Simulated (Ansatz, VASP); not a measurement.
**HfSiO4: VASP beside Ansatz**

```
Hf Si O
1.0
    -3.28625    3.28625    2.98160
     3.28625   -3.28625    2.98160
     3.28625    3.28625   -2.98160
Hf Si O
2 2 8
Direct
  0.00000 0.00000 0.00000
  0.75000 0.25000 0.50000
  0.50000 0.50000 0.00000
  0.25000 0.75000 0.50000
  0.68020 0.49570 0.81550
  0.24570 0.93020 0.31550
  0.68020 0.86470 0.18450
  0.61470 0.93020 0.68450
  0.06980 0.38530 0.31550
  0.50430 0.31980 0.18450
  0.06980 0.75430 0.68450
  0.13530 0.31980 0.81550
```

Alike in both runs: task single point; functional PBE; k mesh 6 × 6 × 6; occupations gaussian, width 0.011 eV; no spin polarisation.

|  | VASP | Ansatz |
| --- | --- | --- |
| version | VASP 6.6.1 | Ansatz 0.2.0 |
| potentials or method | VASP PAW PBE potentials, release 64 (Hf_pv, Si, O) | Ansatz PAW |
| plane-wave cutoff (eV) | 520 | 420 |
| valence electrons in the cell | 76 | 108 |

|  | VASP | Ansatz | Ansatz less VASP |
| --- | --- | --- | --- |
| gap on the k mesh at the Fermi level (eV) | 5.41 | 5.46 | +0.055 |
| least direct gap on the mesh (eV) | 5.76 | 5.82 | +0.051 |
| pressure (GPa) | 5.8 | 7.5 | +1.69 |
| traceless stress, the component that is largest in VASP (GPa) | 0.77 | 0.53 | -0.245 |
| rms of the force components (eV/Å) | 0.250 | 0.158 | -0.0918 |

Atom by atom the forces differ by 0.093 eV/Å (rms over components). VASP's potentials hold 76 valence electrons a cell and Ansatz's 108, so a difference there can come from the potentials and not from the codes.

Neither program's run includes spin-orbit coupling.
